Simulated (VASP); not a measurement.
# Nb: single point with PBE

The system is Nb.

```
Nb
1.0
    -1.61403    1.61403    1.71387
     1.61403   -1.61403    1.71387
     1.61403    1.61403   -1.71387
Nb
1
Direct
  0.00000 0.00000 0.00000
```

This cell differs from its parent crystal: strain -0.030 along x and y, +0.030 along z.

| Property | Result |
| --- | --- |
| Program | VASP 6.6.1 |
| Task | single point |
| Functional | PBE |
| Potentials or basis | VASP PAW PBE potentials, release 64 (Nb_sv) |
| Cutoff | 520 eV |
| k mesh | 20 × 20 × 20 |
| Occupations | gaussian, width 0.15 eV |
| Spin | no spin polarisation |

The pressure is 2.6 GPa.

Stress tensor (GPa, compression positive):
```
 5.04  0.00  0.00
 0.00  5.04  0.00
 0.00  0.00 -2.38
```

Levels at points of the mesh, in eV from the Fermi level:
| k point | band 3 | band 4 | band 5 | band 6 | band 7 | band 8 | band 9 | band 10 |
| --- | --- | --- | --- | --- | --- | --- | --- | --- |
| (0.00, 0.00, 0.00) | -29.65 | -29.65 | -5.98 | 0.16 | 0.16 | 0.81 | 2.81 | 3.68 |
| (0.50, 0.00, 0.00) | -30.06 | -29.65 | -3.75 | -1.44 | 2.17 | 2.82 | 4.08 | 6.34 |
| (0.50, 0.50, 0.00) | -30.13 | -29.72 | -3.82 | -2.14 | 2.61 | 3.89 | 4.31 | 6.51 |
| (0.50, 0.50, 0.50) | -30.54 | -30.54 | -3.87 | -3.70 | 5.51 | 5.72 | 5.72 | 8.20 |

Wall time 86 s on 1 thread of Intel(R) Xeon(R) 6975P-C (Granite Rapids), with other jobs on the host, peak memory 0.24 GiB.

Caveat: the cell differs from its parent crystal (strain -0.030 along x and y, +0.030 along z).
